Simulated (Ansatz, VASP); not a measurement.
## One calculation of Ni3Pt, two programs

```xyz
4
Lattice="3.6246 0.0000 0.0000 0.0000 3.6246 0.0000 0.0000 0.0000 3.6246" Properties=species:S:1:pos:R:3 pbc="T T T"
Ni    1.8123    0.0000    1.8123
Ni    0.0000    1.8123    1.8123
Ni    1.8123    1.8123    0.0000
Pt    0.0000    0.0000    0.0000
```

Alike in both runs: task single point; functional LDA; k mesh 9 × 9 × 9; occupations fermi-dirac, width 0.05 eV; collinear spin.

```csv
,VASP,Ansatz
version,VASP 6.6.1,Ansatz 0.2.0
potentials or method,"VASP PAW LDA potentials, release 64 (Ni, Pt)","PAW with Ansatz's default frozen-core files, scalar-relativistic"
plane-wave cutoff (eV),520,420
valence electrons in the cell,40,72
```

|  | VASP | Ansatz | Ansatz less VASP |
| --- | --- | --- | --- |
| pressure (GPa) | -11.5 | -11.7 | -0.19 |
| net moment per atom (μB) | 0.54 | 0.57 | +0.022 |
| size of the moment on the site where the two differ most (μB) | 0.62 | 0.67 | +0.045 |

LDA's correlation is that of Perdew and Zunger in VASP and of Perdew and Wang (1992) in Ansatz. Site moments also hang on the region over which each program counts them. VASP's potentials hold 40 valence electrons a cell and Ansatz's 72, so a difference there can come from the potentials and not from the codes.

Neither program's run includes spin-orbit coupling.
